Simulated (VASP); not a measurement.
# C (P6/mmm) in VASP: further runs

The runs below take C through single point, with r2SCAN.

Everything below comes from runs of VASP 6.6.1. Logs are shortened: lines on timing, memory, paths and dates and some standing lists are left out, and cuts for length are marked.

## 1. The cell of the first run

The structure is hexagonal, space group P6/mmm (No. 191). The conventional cell has a = 2.451 Å, b = 2.451 Å, c = 3.501 Å, α = 90.00°, β = 90.00°, γ = 120.00°. C (site symmetry -6m2) has 3 C at 1.42 Å within 1.9 Å.

## 2. Single point, r2SCAN

Input file POSCAR:

```
C
1.0
    2.4512062918      0.0000000000      0.0000000000
   -1.2256031459      2.1228069186      0.0000000000
    0.0000000000      0.0000000000      3.5005464240
C
2
Direct
    0.3333333333      0.6666666667      0.0000000000
    0.6666666667      0.3333333333      0.0000000000
```

Input file INCAR.step1:

```
SYSTEM = C
ALGO     = Normal         ! electronic algorithm
EDIFF    = 1E-4           ! SCF threshold, eV
ENCUT    = 520            ! plane-wave cutoff, eV
GGA      = PE             ! functional
ISMEAR   = 1              ! smearing method
LASPH    = .TRUE.         ! aspherical terms in the spheres
LCHARG   = .FALSE.        ! write CHGCAR
LREAL    = .FALSE.        ! projectors in reciprocal space
LWAVE    = .TRUE.         ! write WAVECAR
NBANDS   = 11             ! bands
NELM     = 100            ! most SCF steps
PREC     = Accurate       ! precision mode
SIGMA    = 0.15           ! smearing width, eV
```

Input file INCAR.step2:

```
SYSTEM = C
ALGO     = Normal         ! electronic algorithm
EDIFF    = 1E-6           ! SCF threshold, eV
ENCUT    = 520            ! plane-wave cutoff, eV
ISIF     = 2              ! what is computed and relaxed
ISMEAR   = 1              ! smearing method
ISTART   = 1            
LASPH    = .TRUE.         ! aspherical terms in the spheres
LCHARG   = .FALSE.        ! write CHGCAR
LMIXTAU  = .TRUE.       
LREAL    = .FALSE.        ! projectors in reciprocal space
LWAVE    = .FALSE.        ! write WAVECAR
METAGGA  = R2SCAN         ! meta-GGA
NBANDS   = 11             ! bands
NELM     = 100            ! most SCF steps
PREC     = Accurate       ! precision mode
SIGMA    = 0.15           ! smearing width, eV
```

Input file KPOINTS:

```
k-points
0
G
  15 15 4
  0 0 0
```

Potentials or basis: VASP PAW PBE potentials, release 64 (C).

Started as:

```console
cat potpaw_PBE.64/C/POTCAR > POTCAR
cp INCAR.step1 INCAR
mpirun -np 1 vasp_std > vasp.out
cp INCAR.step2 INCAR
mpirun -np 1 vasp_std > vasp.out
```

OUTCAR:

```text
SYSTEM = C
   EDIFF = 1E-6
   ENCUT = 520
   ISIF = 2
   ISMEAR = 1
   ISTART = 1
   LASPH = .TRUE.
   LREAL = .FALSE.
   METAGGA = R2SCAN
   NELM = 100
   PREC = Accurate

 ion  position               nearest neighbor table
   1  0.333  0.667  0.000-   2 1.42   2 1.42   2 1.42
   2  0.667  0.333  0.000-   1 1.42   1 1.42   1 1.42

  LATTYP: Found a hexagonal cell.
 ALAT       =     2.4512062918
 C/A-ratio  =     1.4280913180

  Lattice vectors:

 A1 = (   2.4512062918,   0.0000000000,   0.0000000000)
 A2 = (  -1.2256031459,   2.1228069186,   0.0000000000)
 A3 = (   0.0000000000,   0.0000000000,   3.5005464240)

Analysis of symmetry for initial positions (statically):
=====================================================================
 Subroutine PRICEL returns:
 Original cell was already a primitive cell.

 Routine SETGRP: Setting up the symmetry group for a
 hexagonal supercell.

 Subroutine GETGRP returns: Found 24 space group operations
 (whereof 24 operations were pure point group operations)
 out of a pool of 24 trial point group operations.

The static configuration has the point symmetry D_6h.

Analysis of symmetry for dynamics (positions and initial velocities):
=====================================================================
 Subroutine PRICEL returns:
 Original cell was already a primitive cell.

 Routine SETGRP: Setting up the symmetry group for a
 hexagonal supercell.

 Subroutine GETGRP returns: Found 24 space group operations
 (whereof 24 operations were pure point group operations)
 out of a pool of 24 trial point group operations.

The dynamic configuration has the point symmetry D_6h.

 Subroutine INISYM returns: Found 24 space group operations
 (whereof 24 operations are pure point group operations),
 and found     1 'primitive' translations

----------------------------------------------------------------------------------------

                                     Primitive cell

  volume of cell :      18.2149

  direct lattice vectors                    reciprocal lattice vectors
     2.451206292  0.000000000  0.000000000     0.407962399  0.235537201  0.000000000
    -1.225603146  2.122806919  0.000000000     0.000000000  0.471074402  0.000000000
     0.000000000  0.000000000  3.500546424     0.000000000  0.000000000  0.285669687

  length of vectors
     2.451206292  2.451206292  3.500546424     0.471074402  0.471074402  0.285669687

  position of ions in fractional coordinates (direct lattice)
     0.333333333  0.666666667  0.000000000
     0.666666667  0.333333333  0.000000000

  ion indices of the primitive-cell ions
   primitive index   ion index
                 1           1
                 2           2

----------------------------------------------------------------------------------------

 KPOINTS: k-points

Automatic generation of k-mesh.
 Grid dimensions read from file:
 generate k-points for:   15   15    4

 Generating k-lattice:

  Cartesian coordinates                     Fractional coordinates (reciprocal lattice)
     0.027197493  0.015702480  0.000000000     0.066666667  0.000000000  0.000000000
     0.000000000  0.031404960  0.000000000     0.000000000  0.066666667  0.000000000
     0.000000000  0.000000000  0.071417422     0.000000000  0.000000000  0.250000000

  Length of vectors
     0.031404960  0.031404960  0.071417422

  Shift w.r.t. Gamma in fractional coordinates (k-lattice)
     0.000000000  0.000000000  0.000000000

 Subroutine IBZKPT returns following result:
 ===========================================

 Found     81 irreducible k-points:

 Following reciprocal coordinates:
            Coordinates               Weight
  0.000000  0.000000  0.000000      1.000000
  0.066667  0.000000  0.000000      6.000000
  0.133333  0.000000  0.000000      6.000000
  0.200000 -0.000000  0.000000      6.000000
  0.266667  0.000000  0.000000      6.000000
  0.333333 -0.000000  0.000000      6.000000
[... 16 lines left out ...]
  0.333333  0.200000  0.000000     12.000000
  0.400000  0.200000  0.000000      6.000000
 [... further k-points ...]
   k-points           NKPTS =     81   k-points in BZ     NKDIM =     81   number of bands    NBANDS=     11
   number of dos      NEDOS =    301   number of ions     NIONS =      2
   total plane-waves  NPLWV =   9072
   dimension x,y,z NGX =    18 NGY =   18 NGZ =   28
   dimension x,y,z NGXF=    36 NGYF=   36 NGZF=   56
   ions per type =               2
   NGX,Y,Z   is equivalent  to a cutoff of  12.21, 12.21, 13.30 a.u.
   NGXF,Y,Z  is equivalent  to a cutoff of  24.42, 24.42, 26.60 a.u.
 SYSTEM =  C
   PREC   = accura    normal or accurate (medium, high low for compatibility)
   ISTART =      1    job   : 0-new  1-cont  2-samecut
   ICHARG =      0    charge: 1-file 2-atom 10-const
   ISPIN  =      1    spin polarized calculation?
   LNONCOLLINEAR =      F non collinear calculations
   LSORBIT =      F    spin-orbit coupling
   LASPH  =      T    aspherical Exc in radial PAW
   ENCUT  =  520.0 eV  38.22 Ry    6.18 a.u.   4.56  4.56  6.51*2*pi/ulx,y,z
   NELM   =    100;   NELMIN=  2; NELMDL=  0     # of ELM steps
   EDIFF  = 0.1E-05   stopping-criterion for ELM
   LREAL  =      F    real-space projection
   EDIFFG = 0.1E-04   stopping-criterion for IOM
   NSW    =      0    number of steps for IOM
   IBRION =     -1    ionic relax: 0-MD 1-quasi-New 2-CG
   NFREE  =      0    steps in history (QN), initial steepest desc. (CG)
   ISIF   =      2    stress and relaxation
   ISYM   =      2    0-nonsym 1-usesym 2-fastsym
   POTIM  = 0.5000    time-step for ionic-motion
   TEBEG  =    0.0;   TEEND  =   0.0 temperature during run
   PSTRESS=    0.0 pullay stress
   NELECT =       8.0000    total number of electrons
   NUPDOWN=      -1.0000    fix difference up-down
   EMIN   =  10.00;   EMAX   =-10.00  energy-range for DOS
   EFERMI =   0.00;   METHOD = LEGACY
   ISMEAR =     1;   SIGMA  =   0.15  broadening in eV -4-tet -1-fermi 0-gaus
   EFERMI_NEDOS =   21; number of points for ismear=-14 and -15
   IALGO  =     38    algorithm
   IMIX   =      4    mixing-type and parameters
     AMIX     =   0.40;   BMIX     =  1.00
     AMIX_MAG =   1.60;   BMIX_MAG =  1.00
  volume/ion in A,a.u.               =       9.11        61.46
  Fermi-wavevector in a.u.,A,eV,Ry     =   1.244408  2.351590 21.069316  1.548551
  Thomas-Fermi vector in A             =   2.378676
   LORBIT       =      0    0 simple, 1 ext, 2 COOP (PROOUT), +10 PAW based schemes
   METAGGA = R2SCAN    functional components
   LHFCALC =     F    Hartree Fock is set to
   AEXX    =    0.0000 exact exchange contribution
   IVDW    =     0    specifies the selected vdW correction
   LEPSILON=     F    determine dielectric tensor
   LRPA    =     F    only Hartree local field effects (RPA)
 non-spin polarized calculation
 Methfessel and Paxton  Order N= 1 SIGMA  =   0.15
  energy-cutoff  :      520.00
  volume of cell :       18.21
 maximum number of plane-waves:       506
   NGX =  9   NGY =  9   NGZ = 13

 number of electron       7.9999999 magnetization

 Free energy of the ion-electron system (eV)
  ---------------------------------------------------
  ext. energy  EPLUGINS =         0.00000000
  ---------------------------------------------------
  free energy    TOTEN  =       -19.85656262 eV

  energy without entropy =      -19.85618654  energy(sigma->0) =      -19.85643726

 E-fermi :   4.3695     XC(G=0): -10.8463

 val. band max:        3.8515691119   @ k =   0.3333   0.3333   0.5000
 cond. band min:       4.3695076670   @ k =   0.3333   0.3333   0.2500
 fundamental gap:      0.5179385551
 Fermi energy:         4.3695070042

 k-point     1 :       0.0000    0.0000    0.0000
  band No.  band energies     occupation
      1     -16.6217      2.00000
      2      -2.9330      2.00000
      3       1.1579      2.00000
      4       1.1580      2.00000
      5       8.4018      0.00000
      6      13.1101      0.00000
      7      13.1101      0.00000
      8      17.1389      0.00000
      9      17.6185      0.00000
     10      27.9450      0.00000
     11      30.1198      0.00000

 k-point     2 :       0.0667    0.0000    0.0000
  band No.  band energies     occupation
      1     -16.5089      2.00000
      2      -2.8024      2.00000
      3       0.6943      2.00000
      4       0.9167      2.00000
      5       8.5373      0.00000
      6      13.1720      0.00000
      7      13.5979      0.00000
      8      16.7458      0.00000
      9      17.8190      0.00000
     10      28.2699      0.00000
     11      29.9015      0.00000

 k-point     3 :       0.1333    0.0000    0.0000
  band No.  band energies     occupation
      1     -16.1715      2.00000
      2      -2.4131      2.00000
      3      -0.5331      2.00000
      4       0.3070      2.00000
      5       8.9449      0.00000
      6      13.1997      0.00000
      7      14.9387      0.00000
      8      15.6571      0.00000
      9      18.4608      0.00000
     10      28.9910      0.00000
     11      29.0726      0.00000

 k-point     4 :       0.2000   -0.0000    0.0000
  band No.  band energies     occupation
      1     -15.6117      2.00000
      2      -2.2092      2.00000
      3      -1.7731      2.00000
      4      -0.4528      2.00000
      5       9.6240      0.00000
      6      13.0425      0.00000
      7      14.0769      0.00000
      8      16.8862      0.00000
      9      19.4428      0.00000
     10      27.7606      0.00000
     11      28.9452      0.00000
[... 239 lines left out ...]
 k-point    22 :       0.2667    0.2000    0.0000
  band No.  band energies     occupation
      1     -12.5671      2.00000
      2      -6.6288      2.00000
      3      -4.4841      2.00000
      4       1.5533      2.00000
      5       8.6043      0.00000
      6      13.3910      0.00000
      7      15.8918      0.00000
      8      17.8286      0.00000
      9      21.1156      0.00000
     10      23.4401      0.00000
     11      25.1807      0.00000

 k-point    23 :       0.3333    0.2000    0.0000
  band No.  band energies     occupation
      1     -11.3463      2.00000
      2      -8.1501      2.00000
      3      -4.9444      2.00000
      4       2.7114      2.00000
      5       7.1672     -0.00000
      6      14.9001      0.00000
      7      15.7289      0.00000
      8      17.8792      0.00000
      9      20.2800      0.00000
     10      23.3719      0.00000
     11      25.0308      0.00000

 k-point    24 :       0.4000    0.2000    0.0000
  band No.  band energies     occupation
      1     -10.3780      2.00000
      2      -9.2355      2.00000
      3      -5.0880      2.00000
      4       3.3589      2.00000
      5       6.4227     -0.00000
      6      15.5956      0.00000
      7      16.4470      0.00000
      8      16.7046      0.00000
      9      20.0007      0.00000
     10      23.9670      0.00000
     11      24.9273      0.00000

 [... further k-points ...]
[... 5 lines left out ...]
  --------------------------------------------------------------------------------------
  -------------------------------------------------------------------------------------
  Total        0.3445360      0.3445360      0.2177180      0.0000000     -0.0000000      0.0000000
  in kB       30.3053242     30.3053242     19.1504378      0.0000000     -0.0000000      0.0000000
  external PRESSURE =      26.5870287 kB  Pullay stress =       0.0000000 kB

 VOLUME and BASIS-vectors are now :
 -----------------------------------------------------------------------------
  energy-cutoff  :      520.00
  volume of cell :       18.21
      direct lattice vectors                 reciprocal lattice vectors
     2.451206292  0.000000000  0.000000000     0.407962399  0.235537201  0.000000000
    -1.225603146  2.122806919  0.000000000     0.000000000  0.471074402  0.000000000
     0.000000000  0.000000000  3.500546424     0.000000000  0.000000000  0.285669687

 POSITION                                       TOTAL-FORCE (eV/Angst)
 -----------------------------------------------------------------------------------
     -0.00000      1.41520      0.00000         0.000000      0.000000      0.000000
      1.22560      0.70760      0.00000        -0.000000      0.000000      0.000000
 -----------------------------------------------------------------------------------
    total drift:                                0.000000     -0.000000      0.000000

  FREE ENERGIE OF THE ION-ELECTRON SYSTEM (eV)
  ---------------------------------------------------
  free  energy   TOTEN  =       -19.8565626213 eV

  energy  without entropy=      -19.8561865433  energy(sigma->0) =      -19.85643726
```

Wall time 26 s (1 thread of Intel Xeon 6975P-C (Granite Rapids), shared host); peak memory 0.12 GiB.

What came out:

| Quantity | Value |
| --- | --- |
| Free energy | -19.8566 eV |
| Pressure | 2.7 GPa |
| Band gap on the k mesh | zero (band 4 reaches 4.95 eV, above the bottom of band 5 at 3.85 eV) |

Stress tensor (GPa, compression positive):
```
3.03 0.00 0.00
0.00 3.03 0.00
0.00 0.00 1.92
```

Caveat: the k points lie up to 0.45 Å⁻¹ apart; the PAW data sets were made with another functional, which shifts forces and pressure a little.

## 3. Single point, r2SCAN

This run uses another cell than the first one, of 22.26 Å³/atom, 2.445 times its volume.

Input file POSCAR:

```
C
1.0
    2.4559845054      0.0000000000      0.0000000000
   -1.2279922527      2.1269449730      0.0000000000
    0.0000000000      0.0000000000      8.5238262332
C
2
Direct
    0.3333333333      0.6666666667      0.0000000000
    0.6666666667      0.3333333333      0.0000000000
```

Input file INCAR.step1:

```
PREC     = Accurate       # precision mode
ENCUT    = 520            # plane-wave cutoff, eV
ISMEAR   = 1              # smearing method
SIGMA    = 0.15           # smearing width, eV
LREAL    = False          # projectors in reciprocal space
LASPH    = True           # aspherical terms in the spheres
NELM     = 100            # most SCF steps
NBANDS   = 11             # bands
GGA      = PE             # functional
ALGO     = Normal         # electronic algorithm
EDIFF    = 1E-4           # SCF threshold, eV
LWAVE    = True           # write WAVECAR
LCHARG   = False          # write CHGCAR
```

Input file INCAR.step2:

```
PREC     = Accurate       # precision mode
ENCUT    = 520            # plane-wave cutoff, eV
EDIFF    = 1E-7           # SCF threshold, eV
ISMEAR   = 1              # smearing method
SIGMA    = 0.15           # smearing width, eV
LREAL    = False          # projectors in reciprocal space
LASPH    = True           # aspherical terms in the spheres
NELM     = 100            # most SCF steps
ALGO     = Normal         # electronic algorithm
ISIF     = 2              # what is computed and relaxed
LWAVE    = False          # write WAVECAR
LCHARG   = True           # write CHGCAR
METAGGA  = R2SCAN         # meta-GGA
LMIXTAU  = True         
LELF     = True           # ELF
LVHAR    = True         
NBANDS   = 11             # bands
ISTART   = 1
```

Input file KPOINTS:

```
Automatic mesh
0
Gamma
  15 15 4
```

Potentials or basis: VASP PAW PBE potentials, release 64 (C).

Started as:

```console
cat potpaw_PBE.64/C/POTCAR > POTCAR
cp INCAR.step1 INCAR
mpirun -np 1 vasp_std > vasp.out
cp INCAR.step2 INCAR
mpirun -np 1 vasp_std > vasp.out
```

OUTCAR:

```text
PREC = Accurate
   ENCUT = 520
   EDIFF = 1E-7
   ISMEAR = 1
   LREAL = False
   LASPH = True
   NELM = 100
   ISIF = 2
   METAGGA = R2SCAN
   ISTART = 1

 ion  position               nearest neighbor table
   1  0.333  0.667  0.000-   2 1.42   2 1.42   2 1.42
   2  0.667  0.333  0.000-   1 1.42   1 1.42   1 1.42

  LATTYP: Found a hexagonal cell.
 ALAT       =     2.4559845054
 C/A-ratio  =     3.4706351829

  Lattice vectors:

 A1 = (   2.4559845054,   0.0000000000,   0.0000000000)
 A2 = (  -1.2279922527,   2.1269449730,   0.0000000000)
 A3 = (   0.0000000000,   0.0000000000,   8.5238262332)

Analysis of symmetry for initial positions (statically):
=====================================================================
 Subroutine PRICEL returns:
 Original cell was already a primitive cell.

 Routine SETGRP: Setting up the symmetry group for a
 hexagonal supercell.

 Subroutine GETGRP returns: Found 24 space group operations
 (whereof 24 operations were pure point group operations)
 out of a pool of 24 trial point group operations.

The static configuration has the point symmetry D_6h.
[... 162 lines left out ...]

 val. band max:       -0.7175095126   @ k =   0.3333   0.3333   0.5000
 cond. band min:      -0.7174747814   @ k =   0.3333   0.3333   0.2500
 fundamental gap:      0.0000347312
 Fermi energy:        -0.7174762526

 k-point     1 :       0.0000    0.0000    0.0000
  band No.  band energies     occupation
      1     -21.5874      2.00000
      2      -8.8645      2.00000
      3      -3.9533      2.00000
      4      -3.9533      2.00000
      5       2.6613      0.00000
      6       5.1045      0.00000
      7       6.5988      0.00000
      8       7.9916      0.00000
      9       7.9916      0.00000
     10      11.7954      0.00000
     11      12.5329      0.00000
[... 309 lines left out ...]
 k-point    24 :       0.4000    0.2000    0.0000
  band No.  band energies     occupation
      1     -15.4037      2.00000
      2     -14.2592      2.00000
      3     -10.1417      2.00000
      4      -2.3339      2.00000
      5       0.6827     -0.00000
      6      10.7278      0.00000
      7      11.2976      0.00000
      8      11.6205      0.00000
      9      11.7662      0.00000
     10      14.1869      0.00000
     11      14.9209      0.00000

 [... further k-points ...]
[... 5 lines left out ...]
  --------------------------------------------------------------------------------------
  -------------------------------------------------------------------------------------
  Total        0.1111885      0.1111885     -0.0127402      0.0000000     -0.0000000      0.0000000
  in kB        4.0008662      4.0008662     -0.4584257      0.0000000     -0.0000000      0.0000000
  external PRESSURE =       2.5144355 kB  Pullay stress =       0.0000000 kB

 VOLUME and BASIS-vectors are now :
 -----------------------------------------------------------------------------
  energy-cutoff  :      520.00
  volume of cell :       44.53
      direct lattice vectors                 reciprocal lattice vectors
     2.455984505  0.000000000  0.000000000     0.407168693  0.235078954  0.000000000
    -1.227992253  2.126944973  0.000000000     0.000000000  0.470157908  0.000000000
     0.000000000  0.000000000  8.523826233     0.000000000  0.000000000  0.117318206

 POSITION                                       TOTAL-FORCE (eV/Angst)
 -----------------------------------------------------------------------------------
     -0.00000      1.41796      0.00000        -0.000000     -0.000000      0.000000
      1.22799      0.70898      0.00000         0.000000      0.000000     -0.000000
 -----------------------------------------------------------------------------------
    total drift:                                0.000000     -0.000000      0.000000

  FREE ENERGIE OF THE ION-ELECTRON SYSTEM (eV)
  ---------------------------------------------------
  free  energy   TOTEN  =       -19.8396638043 eV

  energy  without entropy=      -19.8389115515  energy(sigma->0) =      -19.83941305
```

Wall time 79 s (1 thread of Intel Xeon 6975P-C (Granite Rapids), shared host); peak memory 0.16 GiB.

What came out:

| Item | Value |
| --- | --- |
| Free energy | -19.8397 eV |
| Band gap on the k mesh | zero (filled and empty bands touch) |

Caveat: the PAW data sets were made with another functional, which shifts forces and pressure a little.
